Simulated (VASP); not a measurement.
# HfPdSe2 (P-4m2) in VASP: a series of runs

The runs below take HfPdSe2 through single point, relaxation of cell and atoms, with PBE.

Everything below comes from runs of VASP 6.6.1. Logs are shortened: lines on timing, memory, paths and dates and some standing lists are left out, and cuts for length are marked.

## (1) The cell of the first run

It takes space group P-4m2 (No. 115, tetragonal). Conventional cell: a = 4.187 Å, b = 4.187 Å, c = 5.846 Å, α = 90.00°, β = 90.00°, γ = 90.00°. Within 3.4 Å of Hf (site symmetry -4m2) lie 4 Se at 2.56 Å. Pd (site symmetry -4m2) has 4 Se at 2.55 Å within 3.4 Å. Within 3.4 Å of Se (site symmetry 2mm) lie 2 Pd at 2.55 Å and 2 Hf at 2.56 Å.

The cell was built from a structure type or drawn by symmetry, and may not be a known phase.

## (2) Single point, PBE

INCAR reads:

```
  PREC = Accurate
  ENCUT = 520
  EDIFF = 1E-6
  ISMEAR = 0
  SIGMA = 0.1
  LREAL = F
  LASPH = T
  NELM = 80
  ALGO = Normal
  ISIF = 2
  LWAVE = F
  LCHARG = T
  GGA = PE
  LELF = T
  LVHAR = T
  NBANDS = 24
```

KPOINTS reads:

```
Automatic mesh
0
Gamma
  4 4 4
```

POSCAR reads:

```
HfPdSe2
1.0
    4.1871481119      0.0000000000      0.0000000000
    0.0000000000      4.1871481119      0.0000000000
    0.0000000000      0.0000000000      5.8458459769
Hf Pd Se
1 1 2
Direct
    0.5000000000      0.5000000000      0.0000000000
    0.0000000000      0.0000000000      0.5000000000
    0.5000000000      0.0000000000      0.7477617950
    0.0000000000      0.5000000000      0.2522382050
```

Potentials or basis: VASP PAW PBE potentials, release 64 (Hf_pv, Pd, Se).

On the command line:

```
$ cat potpaw_PBE.64/Hf_pv/POTCAR potpaw_PBE.64/Pd/POTCAR potpaw_PBE.64/Se/POTCAR > POTCAR
$ mpirun -np 1 vasp_std > vasp.out
```

OUTCAR:

```text
PREC = Accurate
   ENCUT = 520
   EDIFF = 1E-6
   ISMEAR = 0
   LREAL = F
   LASPH = T
   NELM = 80
   ISIF = 2
   GGA = PE

 ion  position               nearest neighbor table
   1  0.500  0.500  0.000-   3 2.56   4 2.56   3 2.56   4 2.56
   2  0.000  0.000  0.500-   3 2.55   4 2.55   4 2.55   3 2.55
   3  0.500  0.000  0.748-   2 2.55   2 2.55   1 2.56   1 2.56
   4  0.000  0.500  0.252-   2 2.55   2 2.55   1 2.56   1 2.56

  LATTYP: Found a simple tetragonal cell.
 ALAT       =     4.1871481119
 C/A-ratio  =     1.3961402417

  Lattice vectors:

 A1 = (   4.1871481119,   0.0000000000,   0.0000000000)
 A2 = (   0.0000000000,   4.1871481119,   0.0000000000)
 A3 = (   0.0000000000,   0.0000000000,   5.8458459769)

Analysis of symmetry for initial positions (statically):
=====================================================================
 Subroutine PRICEL returns:
 Original cell was already a primitive cell.

 Routine SETGRP: Setting up the symmetry group for a
 simple tetragonal supercell.

 Subroutine GETGRP returns: Found  8 space group operations
 (whereof  8 operations were pure point group operations)
 out of a pool of 16 trial point group operations.

The static configuration has the point symmetry D_2d.

Analysis of symmetry for dynamics (positions and initial velocities):
=====================================================================
 Subroutine PRICEL returns:
 Original cell was already a primitive cell.

 Routine SETGRP: Setting up the symmetry group for a
 simple tetragonal supercell.

 Subroutine GETGRP returns: Found  8 space group operations
 (whereof  8 operations were pure point group operations)
 out of a pool of 16 trial point group operations.

The dynamic configuration has the point symmetry D_2d.

 Subroutine INISYM returns: Found  8 space group operations
 (whereof  8 operations are pure point group operations),
 and found     1 'primitive' translations

----------------------------------------------------------------------------------------

                                     Primitive cell

  volume of cell :     102.4906

  direct lattice vectors                    reciprocal lattice vectors
     4.187148112  0.000000000  0.000000000     0.238826039  0.000000000  0.000000000
     0.000000000  4.187148112  0.000000000     0.000000000  0.238826039  0.000000000
     0.000000000  0.000000000  5.845845977     0.000000000  0.000000000  0.171061640

  length of vectors
     4.187148112  4.187148112  5.845845977     0.238826039  0.238826039  0.171061640

  position of ions in fractional coordinates (direct lattice)
     0.500000000  0.500000000  0.000000000
     0.000000000  0.000000000  0.500000000
     0.500000000  0.000000000  0.747761795
     0.000000000  0.500000000  0.252238205

  ion indices of the primitive-cell ions
   primitive index   ion index
                 1           1
                 2           2
                 3           3
                 4           4

----------------------------------------------------------------------------------------

 KPOINTS: Automatic mesh

Automatic generation of k-mesh.
 Grid dimensions read from file:
 generate k-points for:    4    4    4

 Generating k-lattice:

  Cartesian coordinates                     Fractional coordinates (reciprocal lattice)
     0.059706510  0.000000000  0.000000000     0.250000000  0.000000000  0.000000000
     0.000000000  0.059706510  0.000000000     0.000000000  0.250000000  0.000000000
     0.000000000  0.000000000  0.042765410     0.000000000  0.000000000  0.250000000

  Length of vectors
     0.059706510  0.059706510  0.042765410

  Shift w.r.t. Gamma in fractional coordinates (k-lattice)
     0.000000000  0.000000000  0.000000000

 Subroutine IBZKPT returns following result:
 ===========================================

 Found     18 irreducible k-points:

 Following reciprocal coordinates:
            Coordinates               Weight
  0.000000  0.000000  0.000000      1.000000
  0.250000  0.000000  0.000000      4.000000
  0.500000  0.000000  0.000000      2.000000
  0.250000  0.250000  0.000000      4.000000
  0.500000  0.250000  0.000000      4.000000
  0.500000  0.500000  0.000000      1.000000
[... 10 lines left out ...]
  0.500000  0.250000  0.500000      4.000000
  0.500000  0.500000  0.500000      1.000000
   k-points           NKPTS =     18   k-points in BZ     NKDIM =     18   number of bands    NBANDS=     24
   number of dos      NEDOS =    301   number of ions     NIONS =      4
   total plane-waves  NPLWV =  49152
   dimension x,y,z NGX =    32 NGY =   32 NGZ =   48
   dimension x,y,z NGXF=    64 NGYF=   64 NGZF=   96
   ions per type =               1   1   2
   NGX,Y,Z   is equivalent  to a cutoff of  12.71, 12.71, 13.65 a.u.
   NGXF,Y,Z  is equivalent  to a cutoff of  25.41, 25.41, 27.30 a.u.
 SYSTEM =  unknown system
   PREC   = accura    normal or accurate (medium, high low for compatibility)
   ISTART =      0    job   : 0-new  1-cont  2-samecut
   ICHARG =      2    charge: 1-file 2-atom 10-const
   ISPIN  =      1    spin polarized calculation?
   LNONCOLLINEAR =      F non collinear calculations
   LSORBIT =      F    spin-orbit coupling
   LASPH  =      T    aspherical Exc in radial PAW
   ENCUT  =  520.0 eV  38.22 Ry    6.18 a.u.   7.79  7.79 10.87*2*pi/ulx,y,z
   NELM   =     80;   NELMIN=  2; NELMDL= -5     # of ELM steps
   EDIFF  = 0.1E-05   stopping-criterion for ELM
   LREAL  =      F    real-space projection
   EDIFFG = 0.1E-04   stopping-criterion for IOM
   NSW    =      0    number of steps for IOM
   IBRION =     -1    ionic relax: 0-MD 1-quasi-New 2-CG
   NFREE  =      0    steps in history (QN), initial steepest desc. (CG)
   ISIF   =      2    stress and relaxation
   ISYM   =      2    0-nonsym 1-usesym 2-fastsym
   POTIM  = 0.5000    time-step for ionic-motion
   TEBEG  =    0.0;   TEEND  =   0.0 temperature during run
   PSTRESS=    0.0 pullay stress
   NELECT =      32.0000    total number of electrons
   NUPDOWN=      -1.0000    fix difference up-down
   EMIN   =  10.00;   EMAX   =-10.00  energy-range for DOS
   EFERMI =   0.00;   METHOD = LEGACY
   ISMEAR =     0;   SIGMA  =   0.10  broadening in eV -4-tet -1-fermi 0-gaus
   EFERMI_NEDOS =   21; number of points for ismear=-14 and -15
   IALGO  =     38    algorithm
   IMIX   =      4    mixing-type and parameters
     AMIX     =   0.40;   BMIX     =  1.00
     AMIX_MAG =   1.60;   BMIX_MAG =  1.00
  volume/ion in A,a.u.               =      25.62       172.91
  Fermi-wavevector in a.u.,A,eV,Ry     =   1.110615  2.098758 16.782316  1.233465
  Thomas-Fermi vector in A             =   2.247168
   LORBIT       =      0    0 simple, 1 ext, 2 COOP (PROOUT), +10 PAW based schemes
   GGA     = PE    functional components
   LHFCALC =     F    Hartree Fock is set to
   AEXX    =    0.0000 exact exchange contribution
   IVDW    =     0    specifies the selected vdW correction
   LEPSILON=     F    determine dielectric tensor
   LRPA    =     F    only Hartree local field effects (RPA)
 non-spin polarized calculation
 Gauss-broadening in eV      SIGMA  =   0.10
  energy-cutoff  :      520.00
  volume of cell :      102.49
 maximum number of plane-waves:      2780
 NGX is ok and might be reduce to    32
   NGX = 15   NGY = 15   NGZ = 21

 number of electron      32.0000007 magnetization

 Free energy of the ion-electron system (eV)
  ---------------------------------------------------
  ext. energy  EPLUGINS =         0.00000000
  ---------------------------------------------------
  free energy    TOTEN  =       -24.64346629 eV

  energy without entropy =      -24.64145030  energy(sigma->0) =      -24.64245830

 E-fermi :   4.3678     XC(G=0):  -9.5056

 val. band max:        4.2845725130   @ k =   0.0000   0.0000   0.5000
 cond. band min:       4.4836824360   @ k =   0.2500   0.2500   0.0000
 fundamental gap:      0.1991099230
 Fermi energy:         4.3678081628

 k-point     1 :       0.0000    0.0000    0.0000
  band No.  band energies     occupation
      1     -28.0443      2.00000
      2     -27.8940      2.00000
      3     -27.8940      2.00000
      4     -10.0964      2.00000
      5      -9.3349      2.00000
      6      -1.4453      2.00000
[... 16 lines left out ...]
     23      10.2569      0.00000
     24      10.3822      0.00000

 k-point     2 :       0.2500    0.0000    0.0000
  band No.  band energies     occupation
      1     -28.0418      2.00000
      2     -27.9112      2.00000
      3     -27.8931      2.00000
      4      -9.9000      2.00000
      5      -9.3528      2.00000
      6      -1.0510      2.00000
[... 16 lines left out ...]
     23       9.7469      0.00000
     24      10.3120      0.00000

 k-point     3 :       0.5000    0.0000    0.0000
  band No.  band energies     occupation
      1     -28.0391      2.00000
      2     -27.9286      2.00000
      3     -27.8922      2.00000
      4      -9.5796      2.00000
      5      -9.4895      2.00000
      6      -0.9946      2.00000
[... 16 lines left out ...]
     23       8.6537      0.00000
     24       9.6874      0.00000

 k-point     4 :       0.2500    0.2500    0.0000
  band No.  band energies     occupation
      1     -28.0393      2.00000
      2     -27.9105      2.00000
      3     -27.9100      2.00000
      4      -9.7290      2.00000
      5      -9.3384      2.00000
      6      -1.1273      2.00000
[... 16 lines left out ...]
     23       9.9475      0.00000
     24      10.8325      0.00000

 k-point     5 :       0.5000    0.2500    0.0000
  band No.  band energies     occupation
      1     -28.0366      2.00000
      2     -27.9276      2.00000
      3     -27.9093      2.00000
      4      -9.4609      2.00000
      5      -9.4159      2.00000
      6      -1.3764      2.00000
[... 289 lines left out ...]
 k-point    16 :       0.2500    0.2500    0.5000
  band No.  band energies     occupation
      1     -28.0395      2.00000
      2     -27.9104      2.00000
      3     -27.9100      2.00000
      4      -9.5721      2.00000
      5      -9.4934      2.00000
      6      -1.0471      2.00000
[... 16 lines left out ...]
     23       8.7964      0.00000
     24      10.0142      0.00000

 k-point    17 :       0.5000    0.2500    0.5000
  band No.  band energies     occupation
      1     -28.0368      2.00000
      2     -27.9275      2.00000
      3     -27.9093      2.00000
      4      -9.4546      2.00000
      5      -9.4163      2.00000
      6      -1.0910      2.00000
[... 16 lines left out ...]
     23       8.8712      0.00000
     24      11.0843      0.00000

 k-point    18 :       0.5000    0.5000    0.5000
  band No.  band energies     occupation
      1     -28.0340      2.00000
      2     -27.9265      2.00000
      3     -27.9265      2.00000
      4      -9.3414      2.00000
      5      -9.3414      2.00000
      6      -0.9211      2.00000
[... 16 lines left out ...]
     23      10.3841      0.00000
     24      10.4485      0.00000

------------------------ aborting loop because EDIFF is reached ----------------------------------------

  FORCE on cell =-STRESS in cart. coord.  units (eV):
  Direction    XX          YY          ZZ          XY          YZ          ZX
  --------------------------------------------------------------------------------------
  -------------------------------------------------------------------------------------
  Total       -0.1834058     -0.1834058     -0.2245107      0.0000000     -0.0000000      0.0000000
  in kB       -2.8670788     -2.8670788     -3.5096491      0.0000000     -0.0000000      0.0000000
  external PRESSURE =      -3.0812689 kB  Pullay stress =       0.0000000 kB

 VOLUME and BASIS-vectors are now :
 -----------------------------------------------------------------------------
  energy-cutoff  :      520.00
  volume of cell :      102.49
      direct lattice vectors                 reciprocal lattice vectors
     4.187148112  0.000000000  0.000000000     0.238826039  0.000000000  0.000000000
     0.000000000  4.187148112  0.000000000     0.000000000  0.238826039  0.000000000
     0.000000000  0.000000000  5.845845977     0.000000000  0.000000000  0.171061640

 POSITION                                       TOTAL-FORCE (eV/Angst)
 -----------------------------------------------------------------------------------
      2.09357      2.09357      0.00000         0.000000      0.000000      0.000000
      0.00000      0.00000      2.92292         0.000000     -0.000000      0.000000
      2.09357      0.00000      4.37130         0.000000     -0.000000      0.024264
      0.00000      2.09357      1.47455        -0.000000     -0.000000     -0.024264
 -----------------------------------------------------------------------------------
    total drift:                                0.000000     -0.000000     -0.000000

  FREE ENERGIE OF THE ION-ELECTRON SYSTEM (eV)
  ---------------------------------------------------
  free  energy   TOTEN  =       -24.6434662873 eV

  energy  without entropy=      -24.6414503041  energy(sigma->0) =      -24.64245830
```

Run time: 66 s. Hardware: 1 thread of AMD EPYC 7R13, shared host; peak memory 0.2 GiB.

Results:

| Item | Value |
| --- | --- |
| Free energy | -24.6435 eV |
| Pressure | -0.3 GPa |
| Largest force | 0.024 eV/Å |
| Band gap on the k mesh | 0.20 eV (least direct gap 0.85 eV) |

Forces on the atoms (eV/Å):
```
Hf   0.000  0.000  0.000
Pd   0.000  0.000  0.000
Se   0.000  0.000  0.024
Se   0.000  0.000 -0.024
```

Caveat: spin-orbit coupling is left out, which moves the levels of the heavy elements. A k mesh can miss the band edges.

## (3) Relaxation of cell and atoms, PBE

This run uses another cell than the first one, of 26.38 Å³/atom.

INCAR reads:

```
  PREC = Accurate
  ENCUT = 600
  EDIFF = 1E-6
  ISMEAR = 0
  SIGMA = 0.1
  LREAL = F
  LASPH = T
  NELM = 100
  ALGO = Normal
  ISIF = 3
  LWAVE = F
  LCHARG = F
  GGA = PE
  IBRION = 2
  NSW = 90
  EDIFFG = -0.04
```

KPOINTS is that of step 2.

POSCAR reads:

```
HfPdSe2
1.0
    4.2126986400      0.0000000000      0.0000000000
    0.0000000000      4.2126986400      0.0000000000
    0.0000000000      0.0000000000      5.9447871300
Hf Pd Se
1 1 2
Direct
    0.5000000000      0.5000000000      0.0000000000
    0.0000000000      0.0000000000      0.5000000000
    0.5000000000      0.0000000000      0.7684750000
    0.0000000000      0.5000000000      0.2315250000
```

Potentials or basis: VASP PAW PBE potentials, release 64 (Hf_pv, Pd, Se).

On the command line:

```
$ cat potpaw_PBE.64/Hf_pv/POTCAR potpaw_PBE.64/Pd/POTCAR potpaw_PBE.64/Se/POTCAR > POTCAR
$ mpirun -np 1 vasp_std > vasp.out
```

Run time: 4.5 min. Hardware: 1 thread of AMD EPYC 7R13, shared host; peak memory 0.25 GiB.

It converged, with:

* Free energy: -24.6445 eV
* Relaxed volume: 25.50 Å³/atom
* Relaxed cell: a = 4.176 Å, b = 4.176 Å, c = 5.850 Å, α = 90.00°, β = 90.00°, γ = 90.00°
* Space group after relaxing (to 0.1 Å): P-4m2 (No. 115)
* Energy gained by relaxing: 35.1 meV/atom
* Ionic steps: 6
* Pressure after relaxing: 0.0 GPa
* Largest force after relaxing: 0.023 eV/Å
* Band gap on the k mesh: 0.19 eV (least direct gap 0.85 eV)

Forces on the atoms (eV/Å):
```
Hf   0.000  0.000  0.000
Pd   0.000  0.000  0.000
Se   0.000  0.000  0.023
Se   0.000  0.000 -0.023
```

Stress tensor (GPa, compression positive):
```
 0.06  0.00  0.00
 0.00  0.06  0.00
 0.00  0.00 -0.09
```

Step by step:
| step | energy change (eV) | largest force (eV/Å) | pressure (GPa) | volume (Å³) |
| --- | --- | --- | --- | --- |
| 1 | 0.0000 | 1.0715 | -0.34 | 105.50 |
| 2 | -0.0899 | 0.6057 | -0.77 | 104.66 |
| 3 | -0.1352 | 0.1024 | -1.07 | 103.44 |
| 4 | -0.1355 | 0.0527 | -1.08 | 103.53 |
| 5 | -0.1318 | 0.0131 | 1.50 | 100.08 |
| 6 | -0.1405 | 0.0229 | 0.01 | 102.02 |

Final structure:
```
Hf Pd Se
1.0
     4.17581    0.00000    0.00000
     0.00000    4.17581    0.00000
     0.00000    0.00000    5.85039
Hf Pd Se
1 1 2
Direct
  0.50000 0.50000 0.00000
  0.00000 0.00000 0.50000
  0.50000 0.00000 0.74752
  0.00000 0.50000 0.25248
```

Levels at points of the mesh, in eV from the valence-band top:
```csv
k point,band 12,band 13,band 14,band 15,band 16,band 17,band 18,band 19,band 20
"(0.00, 0.00, 0.00)",-2.14,-1.96,-1.79,-0.55,-0.55,0.30,0.53,1.01,2.38
"(0.50, 0.00, 0.00)",-2.13,-2.02,-1.47,-1.16,-1.07,0.97,1.33,1.83,2.19
"(0.50, 0.50, 0.00)",-2.00,-2.00,-1.87,-1.85,-1.29,0.24,0.24,0.56,1.02
"(0.00, 0.00, 0.50)",-2.25,-2.13,-1.53,0.00,0.00,0.93,0.97,2.37,2.99
"(0.50, 0.00, 0.50)",-2.09,-1.84,-1.62,-0.76,-0.64,0.81,1.34,1.53,2.36
"(0.50, 0.50, 0.50)",-2.17,-2.17,-2.09,-1.87,-1.51,0.57,0.57,1.15,1.67
```

Caveat: spin-orbit coupling is left out, which moves the levels of the heavy elements.
